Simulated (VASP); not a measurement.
# TaN: electric field gradients with PBEsol

TaN:

```
Ta N
1.0
     2.97666    0.00000    0.00000
    -1.48833    2.57786    0.00000
     0.00000    0.00000    2.92094
Ta N
1 1
Direct
  0.33333 0.66667 0.50000
  0.00000 0.00000 0.00000
```

This cell differs from its parent crystal: volume scaled by 1.04.

| Quantity | Value |
| --- | --- |
| Program | VASP 6.6.1 |
| Task | electric field gradients |
| Functional | PBEsol |
| Potentials or basis | VASP PAW PBE potentials, release 64 (Ta_pv, N) |
| Cutoff | 520 eV |
| k mesh | 12 × 12 × 10 |
| Occupations | fermi-dirac, width 0.02 eV |
| Spin | no spin polarisation |
| Dipole correction | no |
| Further INCAR settings | ALGO = Normal; EDIFF = 1e-08; NBANDS = 15 |

```json
{
  "Pressure": "-16.6 GPa",
  "Band gap on the k mesh": "zero (band 8 reaches 8.07 eV, above the bottom of band 9 at 7.59 eV)"
}
```

Stress tensor (GPa, compression positive):
```
-16.04   0.00   0.00
  0.00 -16.04   0.00
  0.00   0.00 -17.61
```

Levels at points of the mesh, in eV from the Fermi level:
| k point | band 5 | band 6 | band 7 | band 8 | band 9 | band 10 | band 11 | band 12 |
| --- | --- | --- | --- | --- | --- | --- | --- | --- |
| (0.00, 0.00, 0.00) | -4.49 | -4.49 | -4.14 | -2.96 | 1.83 | 3.32 | 3.32 | 3.66 |
| (0.50, 0.00, 0.00) | -8.19 | -5.10 | -3.43 | -3.19 | 2.73 | 3.72 | 4.89 | 4.92 |
| (0.00, 0.00, 0.50) | -9.24 | -3.70 | -3.70 | -0.19 | -0.19 | 2.23 | 3.09 | 3.09 |
| (0.50, 0.00, 0.50) | -7.21 | -6.14 | -5.57 | -0.52 | 3.78 | 4.97 | 5.63 | 6.63 |

Electric field gradients, principal values (V/Å²):
| atom | least | middle | greatest (by size) |
| --- | --- | --- | --- |
| 1 Ta | -12.056 | -12.057 | 24.113 |
| 2 N | -0.476 | -0.478 | 0.954 |

It took 44 s on 1 thread of AMD EPYC 7R13 (shared host), peak memory 0.14 GiB.

Caveat: without QUAD_EFG the Cq values of the log hold for a quadrupole moment of 1 mb, not for the nuclei; the PAW data sets were made with another functional, which shifts forces and pressure a little; spin-orbit coupling is left out, which moves the levels of the heavy elements.
